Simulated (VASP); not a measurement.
Wanted: the native input for a VASP 6.6.1 run.

* Task: relaxation of cell and atoms
* Functional: r2SCAN
* Potentials or basis: VASP PAW PBE potentials, release 64 (Mg, Au)
* Cutoff: 600 eV
* k mesh: 14 × 14 × 14
* Occupations: gaussian, width 0.1 eV
* Spin: no spin polarisation
* Dipole correction: no
* Further INCAR settings: ALGO = Normal; EDIFF = 1e-07; IBRION = 2; EDIFFG = -0.005; NSW = 100; ISIF = 3

The system is MgAu.

```
CELL_PARAMETERS angstrom
3.25900 0.00000 0.00000
0.00000 3.25900 0.00000
0.00000 0.00000 3.25900
ATOMIC_POSITIONS crystal
Mg 0.50000 0.50000 0.50000
Au 0.00000 0.00000 0.00000
```

These files were run (other wordings do the same):

POSCAR

```
MgAu
1.0
    3.2590000000      0.0000000000      0.0000000000
    0.0000000000      3.2590000000      0.0000000000
    0.0000000000      0.0000000000      3.2590000000
Mg Au
1 1
Direct
    0.5000000000      0.5000000000      0.5000000000
    0.0000000000      0.0000000000      0.0000000000
```

INCAR.step1

```
PREC = Accurate
ENCUT = 600
ISMEAR = 0
SIGMA = 0.1
LREAL = F
LASPH = T
NELM = 100
GGA = PE
ALGO = Normal
EDIFF = 1E-4
LWAVE = T
LCHARG = F
```

INCAR.step2

```
PREC = Accurate
ENCUT = 600
EDIFF = 1E-7
ISMEAR = 0
SIGMA = 0.1
LREAL = F
LASPH = T
NELM = 100
ALGO = Normal
ISIF = 3
LWAVE = F
LCHARG = F
METAGGA = R2SCAN
LMIXTAU = T
IBRION = 2
NSW = 100
EDIFFG = -0.005
ISTART = 1
```

KPOINTS

```
Automatic mesh
0
Gamma
  14 14 14
```

Potentials or basis: VASP PAW PBE potentials, release 64 (Mg, Au).

Run with:

```bash
$ cat potpaw_PBE.64/Mg/POTCAR potpaw_PBE.64/Au/POTCAR > POTCAR
$ cp INCAR.step1 INCAR
$ mpirun -np 1 vasp_std > vasp.out
$ cp INCAR.step2 INCAR
$ mpirun -np 1 vasp_std > vasp.out
```

Results of the run:

```yaml
Relaxed_volume: 17.43 Å³/atom
Relaxed_cell: a = 3.267 Å, b = 3.267 Å, c = 3.267 Å, α = 90.00°, β = 90.00°, γ = 90.00°
Space_group_after_relaxing_to_0.05_Å: Pm-3m (No. 221)
Energy_gained_by_relaxing: 0.3 meV/atom
Ionic_steps: 3
Pressure_after_relaxing: 0.0 GPa
```

Caveat: the PAW data sets were made with another functional, which shifts forces and pressure a little.

Wall time 3.1 min on 1 thread of Intel(R) Xeon(R) Platinum 8559C (Emerald Rapids) (shared host), peak memory 0.23 GiB.
